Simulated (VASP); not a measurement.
Set up this calculation in VASP 6.6.1, as the native input.

| Item | Value |
| --- | --- |
| Task | single point |
| Functional | r2SCAN |
| Potentials or basis | VASP PAW PBE potentials, release 64 (W_sv) |
| Cutoff | 520 eV |
| k mesh | 18 × 18 × 18 |
| Occupations | gaussian, width 0.05 eV |
| Spin | no spin polarisation |
| Dipole correction | no |
| Further INCAR settings | ALGO = Normal; EDIFF = 1e-07; NBANDS = 13 |

W:

```xyz
1
Lattice="0.0000 2.0191 2.0191 2.0191 0.0000 2.0191 2.0191 2.0191 0.0000" Properties=species:S:1:pos:R:3 pbc="T T T"
W     0.0000    0.0000    0.0000
```

These files were run (other wordings do the same):

POSCAR

```
W
1.0
    0.0000000000      2.0190628741      2.0190628741
    2.0190628741      0.0000000000      2.0190628741
    2.0190628741      2.0190628741      0.0000000000
W
1
Direct
    0.0000000000      0.0000000000      0.0000000000
```

INCAR.step1

```
PREC     = Accurate       # precision mode
ENCUT    = 520            # plane-wave cutoff, eV
ISMEAR   = 0              # smearing method
SIGMA    = 0.05           # smearing width, eV
LREAL    = False          # projectors in reciprocal space
LASPH    = True           # aspherical terms in the spheres
NELM     = 60             # most SCF steps
NBANDS   = 13             # bands
GGA      = PE             # functional
ALGO     = Normal         # electronic algorithm
EDIFF    = 1E-4           # SCF threshold, eV
LWAVE    = True           # write WAVECAR
LCHARG   = False          # write CHGCAR
```

INCAR.step2

```
PREC     = Accurate       # precision mode
ENCUT    = 520            # plane-wave cutoff, eV
EDIFF    = 1E-7           # SCF threshold, eV
ISMEAR   = 0              # smearing method
SIGMA    = 0.05           # smearing width, eV
LREAL    = False          # projectors in reciprocal space
LASPH    = True           # aspherical terms in the spheres
NELM     = 60             # most SCF steps
ALGO     = Normal         # electronic algorithm
ISIF     = 2              # what is computed and relaxed
LWAVE    = False          # write WAVECAR
LCHARG   = False          # write CHGCAR
METAGGA  = R2SCAN         # meta-GGA
LMIXTAU  = True         
NBANDS   = 13             # bands
ISTART   = 1
```

KPOINTS

```
Automatic mesh
0
Gamma
  18 18 18
```

Potentials or basis: VASP PAW PBE potentials, release 64 (W_sv).

Run with:

```sh
$ cat potpaw_PBE.64/W_sv/POTCAR > POTCAR
$ cp INCAR.step1 INCAR
$ mpirun -np 1 vasp_std > vasp.out
$ cp INCAR.step2 INCAR
$ mpirun -np 1 vasp_std > vasp.out
```

It gave:

```
Pressure               : -3.6 GPa
Band gap on the k mesh : zero (band 7 reaches 13.29 eV, above the bottom of band 8 at 9.71 eV)
```

Caveat: the PAW data sets were made with another functional, which shifts forces and pressure a little; spin-orbit coupling is left out, which moves the levels of the heavy elements.

Wall time 100 s on 1 thread of AMD EPYC 9R45 96-Core Processor (Zen 5), on a shared host, peak memory 0.14 GiB.
